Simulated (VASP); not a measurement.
The system is TiSi2.

```xyz
6
Lattice="0.0000 4.1180 4.2615 2.3865 0.0000 4.2615 2.3865 4.1180 0.0000" Properties=species:S:1:pos:R:3 pbc="T T T"
Ti    3.5797    6.1770    6.3922
Ti    2.3865    4.1180    4.2615
Si    1.1932    0.6836    2.1307
Si    1.1932    3.4344    2.1307
Si    2.3865    1.3754    4.2615
Si    2.3865    6.8606    4.2615
```

| Quantity | Value |
| --- | --- |
| Program | VASP 6.6.1 |
| Task | relaxation of cell and atoms |
| Functional | PBEsol |
| Potentials or basis | VASP PAW PBE potentials, release 64 (Ti_sv, Si) |
| Cutoff | 600 eV |
| k mesh | 10 × 10 × 10 |
| Occupations | gaussian, width 0.1 eV |
| Spin | no spin polarisation |

At the start: pressure -1.6 GPa; volume 13.96 Å³/atom.

Q: Where does the relaxation end?

A: Over 11 steps the energy falls by 2.4 meV/atom and the volume is 13.80 Å³/atom (-1.1 %); space group Fddd (No. 70, to 0.05 Å).

Step by step:
```tsv
step	energy change (eV)	largest force (eV/Å)	pressure (GPa)	volume (Å³)
1	0.0000	0.1719	-1.62	83.76
2	-0.0066	0.1173	1.48	82.06
3	-0.0085	0.1359	0.46	82.60
4	-0.0123	0.0841	0.25	82.68
5	-0.0132	0.0398	0.05	82.75
6	-0.0146	0.0119	-0.06	82.87
7	-0.0146	0.0055	-0.06	82.85
8	-0.0146	0.0062	-0.06	82.85
9	-0.0146	0.0013	0.07	82.78
10	-0.0146	0.0031	0.05	82.81
11	-0.0146	0.0033	0.01	82.81
```

Final structure:
```
Ti Si
1.0
     0.00000    4.09167    4.24911
     2.38157    0.00000    4.24911
     2.38157    4.09167    0.00000
Ti Si
2 4
Cartesian
  3.5724 6.1375 6.3737
  2.3816 4.0917 4.2491
  1.1908 0.7056 2.1246
  1.1908 3.3861 2.1246
  2.3816 1.3403 4.2491
  2.3816 6.8431 4.2491
```

Caveat: the PAW data sets were made with another functional, which shifts forces and pressure a little.
